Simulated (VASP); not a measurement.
Crystal: Pt.

```
Pt
1.0
    -1.55500    1.55500    1.55500
     1.55500   -1.55500    1.55500
     1.55500    1.55500   -1.55500
Pt
1
Direct
  0.00000 0.00000 0.00000
```

This isn't the form of Pt at room conditions, which is fcc.

* Program: VASP 6.6.1
* Task: relaxation of cell and atoms
* Functional: r2SCAN
* Potentials or basis: VASP PAW PBE potentials, release 64 (Pt)
* Cutoff: 550 eV
* k mesh: 18 × 18 × 18
* Occupations: fermi-dirac, width 0.05 eV
* Spin: no spin polarisation

At the start: pressure 8.6 GPa; volume 15.04 Å³/atom.

**Question.** How do energy, volume and symmetry change on relaxing?

**Answer.** Over 4 steps the energy falls by 12.0 meV/atom and the volume is 15.50 Å³/atom (+3.1 %); space group Im-3m (No. 229, to 0.1 Å) before and after.

Step by step:
| step | energy change (eV) | largest force (eV/Å) | pressure (GPa) | volume (Å³) |
| --- | --- | --- | --- | --- |
| 1 | 0.0000 | 0.0000 | 8.63 | 15.04 |
| 2 | 0.0700 | 0.0000 | -17.44 | 16.87 |
| 3 | -0.0120 | 0.0000 | -0.27 | 15.52 |
| 4 | -0.0120 | 0.0000 | 0.00 | 15.50 |

Final structure:
```
Pt
1.0
    -1.57083    1.57083    1.57083
     1.57083   -1.57083    1.57083
     1.57083    1.57083   -1.57083
Pt
1
Direct
  0.00000 0.00000 0.00000
```

Caveat: the PAW data sets were made with another functional, which shifts forces and pressure a little.
